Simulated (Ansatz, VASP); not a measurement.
# One calculation of Ta, two programs

File INCAR:

```
SYSTEM = Ta
ALGO = Fast ; EDIFF = 1E-6
ENCUT = 520 ; GGA = PS
ISIF = 2 ; ISMEAR = 0
LASPH = .True. ; LCHARG = .False.
LREAL = .False. ; LWAVE = .False.
NBANDS = 12 ; NELM = 80
PREC = Accurate ; SIGMA = 0.15
```

Contents of KPOINTS:

```
k-points
0
Gamma
  28 28 28
  0 0 0
```

POSCAR

```
Ta
1.0
   -1.5435435330      1.5435435330      1.8522522395
    1.5435435330     -1.5435435330      1.8522522395
    1.5435435330      1.5435435330     -1.8522522395
Ta
1
Direct
    0.0000000000      0.0000000000      0.0000000000
```

Input for Ansatz:

```yaml
crystal:
  lattice:
    - [-1.543543533, 1.543543533, 1.8522522395]
    - [1.543543533, -1.543543533, 1.8522522395]
    - [1.543543533, 1.543543533, -1.8522522395]
  atoms:
    - { symbol: Ta, position: [0.0, 0.0, 0.0] }
basis:
  ecutwfc: 420
kpoints:
  mp_grid: { grid: [28, 28, 28] }
hamiltonian:
  xc: pbesol
scf:
  occupations: { method: gaussian, width: 0.15 }
output:
  forces: true
  stress: true
  eigenvalues: true
```

Alike in both runs: task single point; functional PBEsol; k mesh 28 × 28 × 28; occupations gaussian, width 0.15 eV; no spin polarisation.

|  | VASP | Ansatz |
| --- | --- | --- |
| version | VASP 6.6.1 | Ansatz 0.2.0 |
| potentials or method | VASP PAW PBE potentials, release 64 (Ta_pv), cutoff 520 eV | scalar-relativistic, plane waves, PAW |
| valence electrons in the cell | 11 | 13 |

```tsv
	VASP	Ansatz	Ansatz less VASP
gap on the k mesh at the Fermi level (eV)	none	none	-
pressure (GPa)	3.2	3.0	-0.20
traceless stress, the component that is largest in VASP (GPa)	-11.21	-11.23	-0.015
```

VASP's potentials were made for PBE, not for PBEsol. A gap of «none» marks a metal or a gap that the smearing closes. VASP's potentials hold 11 valence electrons a cell and Ansatz's 13, so a difference there can come from the potentials and not from the codes.

Neither program's run includes spin-orbit coupling.
